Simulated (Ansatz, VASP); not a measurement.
# One calculation of HfB, two programs

```xyz
2
Lattice="0.0000 2.3937 2.3937 2.3379 0.0000 2.3937 2.3379 2.3937 0.0000" Properties=species:S:1:pos:R:3 pbc="T T T"
Hf    2.3424    2.3937    2.3937
B    -0.0735    0.0000    0.0000
```

Change from the starting cell: mode 4 frozen in at -0.075 Å, normal strain along x -0.0233.

Alike in both runs: task single point; functional PBEsol; k mesh 16 × 16 × 16; occupations gaussian, width 0.15 eV; no spin polarisation.

|  | VASP | Ansatz |
| --- | --- | --- |
| version | VASP 6.6.1 | Ansatz 0.2.0 |
| potentials or method | VASP PAW PBE potentials, release 64 (Hf_pv, B), cutoff 520 eV | scalar-relativistic, plane waves, PAW |
| valence electrons in the cell | 13 | 29 |

Ansatz gave:

```
gap on the k mesh at the Fermi level (eV)                     : none
pressure (GPa)                                                : 5.0
traceless stress, the component that is largest in VASP (GPa) : 7.36
rms of the force components (eV/Å)                            : 0.492
```

Task: What did VASP give for the same quantities?

Result: gap on the k mesh at the Fermi level (eV): none; pressure (GPa): 5.5; traceless stress, the component that is largest in VASP (GPa): 7.49; rms of the force components (eV/Å): 0.495.

VASP's potentials were made for PBE, not for PBEsol. Atom by atom the forces differ by 0.003 eV/Å (rms over components). A gap of «none» marks a metal or a gap that the smearing closes. The functional is the same, so the differences come from potentials, cutoffs and numerics. VASP's potentials hold 13 valence electrons a cell and Ansatz's 29, so a difference there can come from the potentials and not from the codes.

Spin-orbit coupling is off throughout.
